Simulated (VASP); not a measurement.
HfO2, 6 atoms in the cell. The structure is tetragonal, space group P4_2/mnm (No. 136). Conventional cell: a = 4.682 Å, b = 4.682 Å, c = 3.118 Å, α = 90.00°, β = 90.00°, γ = 90.00°. Hf (site symmetry mmm) has 6 O at 2.02 Å within 2.7 Å. Within 2.7 Å of O (site symmetry m2m) lie 3 Hf at 2.02 Å and 1 O at 2.58 Å. 

```yaml
Program: VASP 6.6.1
Task: single point
Functional: LDA
Potentials_or_basis: VASP PAW LDA potentials, release 64 (Hf_pv, O)
Cutoff: 520 eV
k_mesh: 4 × 4 × 6
Occupations: fermi-dirac, width 0.05 eV
Spin: no spin polarisation
Dipole_correction: no
Further_INCAR_settings: ALGO = Normal; EDIFF = 1e-06; NBANDS = 31
```

Potentials or basis: VASP PAW LDA potentials, release 64 (Hf_pv, O).

Run with:

```sh
$ cat potpaw_LDA.64/Hf_pv/POTCAR potpaw_LDA.64/O/POTCAR > POTCAR
$ mpirun -np 1 vasp_std > vasp.out
```

Hardware: 1 thread of Intel(R) Xeon(R) 6975P-C (Granite Rapids) (shared host).

Q: How long does it take, and how much memory?

A: Wall time 14 s on 1 thread of Intel(R) Xeon(R) 6975P-C (Granite Rapids) (shared host), peak memory 0.17 GiB. Counts: scf iterations 13, k points 24.
